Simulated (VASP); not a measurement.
# Si (P2_1/m) in VASP: single point with LDA

Aim: the single point of Si with LDA.

All numbers are computed with VASP 6.6.1; they aren't measurements. Logs are shortened: lines on timing, memory, paths and dates and some standing lists are left out, and cuts for length are marked.

**1. The cell of the first run**

It takes space group P2_1/m (No. 11, monoclinic). Conventional cell: a = 2.651 Å, b = 4.542 Å, c = 2.651 Å, α = 90.00°, β = 120.00°, γ = 90.00°. Si (site symmetry m) has 12 Si at 2.61 to 2.90 Å within 3.4 Å.

**2. Single point, LDA (atom 1 (Si) moved by (-0.300, +0.000) A along x and z)**

The input, INCAR:

```
  PREC = Accurate
  ENCUT = 520
  EDIFF = 1E-7
  ISMEAR = 0
  SIGMA = 0.15
  LREAL = False
  LASPH = True
  NELM = 60
  ALGO = Normal
  ISIF = 2
  LWAVE = False
  LCHARG = False
  GGA = CA
  NBANDS = 11
```

The input, KPOINTS:

```
Automatic mesh
0
Gamma
  24 24 14
```

The input, POSCAR:

```
Si
1.0
    2.6510666862      0.0000000000      0.0000000000
   -1.3255333431      2.2958910974      0.0000000000
    0.0000000000      0.0000000000      4.5417424135
Si
2
Direct
    0.2201713365      0.6666666667      0.2500000000
    0.6666666667      0.3333333333      0.7500000000
```

Potentials or basis: VASP PAW LDA potentials, release 64 (Si).

The run is started by

```
$ cat potpaw_LDA.64/Si/POTCAR > POTCAR
$ mpirun -np 1 vasp_std > vasp.out
```

OUTCAR:

```text
PREC = Accurate
   ENCUT = 520
   EDIFF = 1E-7
   ISMEAR = 0
   LREAL = False
   LASPH = True
   NELM = 60
   ISIF = 2
   GGA = CA

 ion  position               nearest neighbor table
   1  0.220  0.667  0.250-   2 2.61   2 2.61   2 2.75   2 2.75   2 2.90   2 2.90
   2  0.667  0.333  0.750-   1 2.61   1 2.61   1 2.75   1 2.75   1 2.90   1 2.90

  LATTYP: Found a hexagonal cell.
 ALAT       =     2.6510666862
 C/A-ratio  =     1.7131754690

  Lattice vectors:

 A1 = (   2.6510666862,   0.0000000000,   0.0000000000)
 A2 = (  -1.3255333431,   2.2958910974,   0.0000000000)
 A3 = (   0.0000000000,   0.0000000000,   4.5417424135)

Analysis of symmetry for initial positions (statically):
=====================================================================
 Subroutine PRICEL returns:
 Original cell was already a primitive cell.

 Routine SETGRP: Setting up the symmetry group for a
 hexagonal supercell.

 Subroutine GETGRP returns: Found  4 space group operations
 (whereof  1 operations were pure point group operations)
 out of a pool of 24 trial point group operations.

The static configuration has the point symmetry C_1 .
 The point group associated with its full space group is C_2h.

Analysis of symmetry for dynamics (positions and initial velocities):
=====================================================================
 Subroutine PRICEL returns:
 Original cell was already a primitive cell.

 Routine SETGRP: Setting up the symmetry group for a
 hexagonal supercell.

 Subroutine GETGRP returns: Found  4 space group operations
 (whereof  1 operations were pure point group operations)
 out of a pool of 24 trial point group operations.

The dynamic configuration has the point symmetry C_1 .
 The point group associated with its full space group is C_2h.

 Subroutine INISYM returns: Found  4 space group operations
 (whereof  1 operations are pure point group operations),
 and found     1 'primitive' translations

----------------------------------------------------------------------------------------

                                     Primitive cell

  volume of cell :      27.6436

  direct lattice vectors                    reciprocal lattice vectors
     2.651066686  0.000000000  0.000000000     0.377206656  0.217780364  0.000000000
    -1.325533343  2.295891097  0.000000000     0.000000000  0.435560729  0.000000000
     0.000000000  0.000000000  4.541742413     0.000000000  0.000000000  0.220179814

  length of vectors
     2.651066686  2.651066686  4.541742413     0.435560729  0.435560729  0.220179814

  position of ions in fractional coordinates (direct lattice)
     0.220171337  0.666666667  0.250000000
     0.666666667  0.333333333  0.750000000

  ion indices of the primitive-cell ions
   primitive index   ion index
                 1           1
                 2           2

----------------------------------------------------------------------------------------

 KPOINTS: Automatic mesh

Automatic generation of k-mesh.
 Grid dimensions read from file:
 generate k-points for:   24   24   14

 Generating k-lattice:

  Cartesian coordinates                     Fractional coordinates (reciprocal lattice)
     0.015716944  0.009074182  0.000000000     0.041666667 -0.000000000  0.000000000
     0.000000000  0.018148364  0.000000000     0.000000000  0.041666667  0.000000000
     0.000000000  0.000000000  0.015727130     0.000000000  0.000000000  0.071428571

  Length of vectors
     0.018148364  0.018148364  0.015727130

  Shift w.r.t. Gamma in fractional coordinates (k-lattice)
     0.000000000  0.000000000  0.000000000

 Subroutine IBZKPT returns following result:
 ===========================================

 Found   2320 irreducible k-points:

 Following reciprocal coordinates:
            Coordinates               Weight
  0.000000  0.000000  0.000000      1.000000
  0.041667 -0.000000  0.000000      2.000000
  0.000000  0.041667  0.000000      2.000000
 -0.041667  0.041667  0.000000      2.000000
  0.083333 -0.000000  0.000000      2.000000
  0.000000  0.083333  0.000000      2.000000
[... 16 lines left out ...]
  0.333333 -0.000000  0.000000      2.000000
  0.000000  0.333333  0.000000      2.000000
 [... further k-points ...]
   k-points           NKPTS =   2320   k-points in BZ     NKDIM =   2320   number of bands    NBANDS=     11
   number of dos      NEDOS =    301   number of ions     NIONS =      2
   total plane-waves  NPLWV =  14400
   dimension x,y,z NGX =    20 NGY =   20 NGZ =   36
   dimension x,y,z NGXF=    40 NGYF=   40 NGZF=   72
   ions per type =               2
   NGX,Y,Z   is equivalent  to a cutoff of  12.54, 12.54, 13.18 a.u.
   NGXF,Y,Z  is equivalent  to a cutoff of  25.08, 25.08, 26.35 a.u.
 SYSTEM =  unknown system
   PREC   = accura    normal or accurate (medium, high low for compatibility)
   ISTART =      0    job   : 0-new  1-cont  2-samecut
   ICHARG =      2    charge: 1-file 2-atom 10-const
   ISPIN  =      1    spin polarized calculation?
   LNONCOLLINEAR =      F non collinear calculations
   LSORBIT =      F    spin-orbit coupling
   LASPH  =      T    aspherical Exc in radial PAW
   ENCUT  =  520.0 eV  38.22 Ry    6.18 a.u.   4.93  4.93  8.44*2*pi/ulx,y,z
   NELM   =     60;   NELMIN=  2; NELMDL= -5     # of ELM steps
   EDIFF  = 0.1E-06   stopping-criterion for ELM
   LREAL  =      F    real-space projection
   EDIFFG = 0.1E-05   stopping-criterion for IOM
   NSW    =      0    number of steps for IOM
   IBRION =     -1    ionic relax: 0-MD 1-quasi-New 2-CG
   NFREE  =      0    steps in history (QN), initial steepest desc. (CG)
   ISIF   =      2    stress and relaxation
   ISYM   =      2    0-nonsym 1-usesym 2-fastsym
   POTIM  = 0.5000    time-step for ionic-motion
   TEBEG  =    0.0;   TEEND  =   0.0 temperature during run
   PSTRESS=    0.0 pullay stress
   NELECT =       8.0000    total number of electrons
   NUPDOWN=      -1.0000    fix difference up-down
   EMIN   =  10.00;   EMAX   =-10.00  energy-range for DOS
   EFERMI =   0.00;   METHOD = LEGACY
   ISMEAR =     0;   SIGMA  =   0.15  broadening in eV -4-tet -1-fermi 0-gaus
   EFERMI_NEDOS =   21; number of points for ismear=-14 and -15
   IALGO  =     38    algorithm
   IMIX   =      4    mixing-type and parameters
     AMIX     =   0.40;   BMIX     =  1.00
     AMIX_MAG =   1.60;   BMIX_MAG =  1.00
  volume/ion in A,a.u.               =      13.82        93.27
  Fermi-wavevector in a.u.,A,eV,Ry     =   1.082863  2.046314 15.954074  1.172591
  Thomas-Fermi vector in A             =   2.218915
   LORBIT       =      0    0 simple, 1 ext, 2 COOP (PROOUT), +10 PAW based schemes
   GGA     = CA    functional components
   LHFCALC =     F    Hartree Fock is set to
   AEXX    =    0.0000 exact exchange contribution
   IVDW    =     0    specifies the selected vdW correction
   LEPSILON=     F    determine dielectric tensor
   LRPA    =     F    only Hartree local field effects (RPA)
 non-spin polarized calculation
 Gauss-broadening in eV      SIGMA  =   0.15
  energy-cutoff  :      520.00
  volume of cell :       27.64
 maximum number of plane-waves:       771
   NGX =  9   NGY =  9   NGZ = 17

 number of electron       8.0000001 magnetization

 Free energy of the ion-electron system (eV)
  ---------------------------------------------------
  ext. energy  EPLUGINS =         0.00000000
  ---------------------------------------------------
  free energy    TOTEN  =       -11.11364185 eV

  energy without entropy =      -11.10559954  energy(sigma->0) =      -11.10962070

 E-fermi :  10.7155     XC(G=0): -11.4449

 val. band max:       10.7150262926   @ k =   0.2917   0.3333  -0.1429
 cond. band min:      10.7171042752   @ k =   0.0000   0.4167   0.2143
 fundamental gap:      0.0020779826
 Fermi energy:        10.7154932996

 k-point     1 :       0.0000    0.0000    0.0000
  band No.  band energies     occupation
      1      -4.0846      2.00000
      2       2.3334      2.00000
      3       3.3339      2.00000
      4      19.5864      0.00000
      5      20.3544      0.00000
      6      20.7935      0.00000
      7      21.1840      0.00000
      8      21.6952      0.00000
      9      21.7356      0.00000
     10      23.0453      0.00000
     11      24.9323      0.00000

 k-point     2 :       0.0417   -0.0000    0.0000
  band No.  band energies     occupation
      1      -4.0369      2.00000
      2       2.3805      2.00000
      3       3.3791      2.00000
      4      18.9228      0.00000
      5      19.6628      0.00000
      6      20.8710      0.00000
      7      21.1701      0.00000
      8      21.4949      0.00000
      9      22.5301      0.00000
     10      23.2710      0.00000
     11      24.1404      0.00000

 k-point     3 :       0.0000    0.0417    0.0000
  band No.  band energies     occupation
      1      -4.0369      2.00000
      2       2.3805      2.00000
      3       3.3789      2.00000
      4      18.8790      0.00000
      5      19.7647      0.00000
      6      20.7245      0.00000
      7      21.1792      0.00000
      8      21.5748      0.00000
      9      22.5546      0.00000
     10      23.2127      0.00000
     11      24.2814      0.00000
[... 267 lines left out ...]
 k-point    23 :       0.3333   -0.0000    0.0000
  band No.  band energies     occupation
      1      -1.0484      2.00000
      2       5.2874      2.00000
      3       6.2234      2.00000
      4       7.8352      2.00000
      5      13.7752      0.00000
      6      14.7057      0.00000
      7      15.3763      0.00000
      8      17.2604      0.00000
      9      20.3603      0.00000
     10      23.0717      0.00000
     11      23.3490      0.00000

 k-point    24 :       0.0000    0.3333    0.0000
  band No.  band energies     occupation
      1      -1.0537      2.00000
      2       5.2908      2.00000
      3       6.1942      2.00000
      4       7.8280      2.00000
      5      13.7922      0.00000
      6      14.8946      0.00000
      7      15.4597      0.00000
      8      17.0340      0.00000
      9      20.8472      0.00000
     10      22.9447      0.00000
     11      23.2299      0.00000

 [... further k-points ...]

------------------------ aborting loop because EDIFF is reached ----------------------------------------

  FORCE on cell =-STRESS in cart. coord.  units (eV):
  Direction    XX          YY          ZZ          XY          YZ          ZX
  --------------------------------------------------------------------------------------
  -------------------------------------------------------------------------------------
  Total        0.0945883      0.0516929      0.1190755     -0.0302903      0.0000000      0.0000000
  in kB        5.4821840      2.9960371      6.9014221     -1.7555747      0.0000000      0.0000000
  external PRESSURE =       5.1265477 kB  Pullay stress =       0.0000000 kB

 VOLUME and BASIS-vectors are now :
 -----------------------------------------------------------------------------
  energy-cutoff  :      520.00
  volume of cell :       27.64
      direct lattice vectors                 reciprocal lattice vectors
     2.651066686  0.000000000  0.000000000     0.377206656  0.217780364  0.000000000
    -1.325533343  2.295891097  0.000000000     0.000000000  0.435560729  0.000000000
     0.000000000  0.000000000  4.541742413     0.000000000  0.000000000  0.220179814

 POSITION                                       TOTAL-FORCE (eV/Angst)
 -----------------------------------------------------------------------------------
     -0.30000      1.53059      1.13544        -0.159942     -0.081945      0.000000
      1.32553      0.76530      3.40631         0.159942      0.081945     -0.000000
 -----------------------------------------------------------------------------------
    total drift:                                0.000001      0.000002      0.000000

  FREE ENERGIE OF THE ION-ELECTRON SYSTEM (eV)
  ---------------------------------------------------
  free  energy   TOTEN  =       -11.1136418497 eV

  energy  without entropy=      -11.1055995417  energy(sigma->0) =      -11.10962070
```

Wall time 3.4 min (1 thread of AMD EPYC 9R45 (Zen 5), shared host); peak memory 0.56 GiB.

Results:

```yaml
Free_energy: -11.1136 eV
Pressure: 0.5 GPa
Largest_force: 0.180 eV/Å
Band_gap_on_the_k_mesh: zero (bands 4 and 5 overlap by 12.55 eV)
```

Forces in eV/Å, atoms in the order of the input:
```
Si  -0.160 -0.082  0.000
Si   0.160  0.082  0.000
```

Caveat: the cell differs from its parent crystal (atom 1 (Si) moved by (-0.300, +0.000) A along x and z).
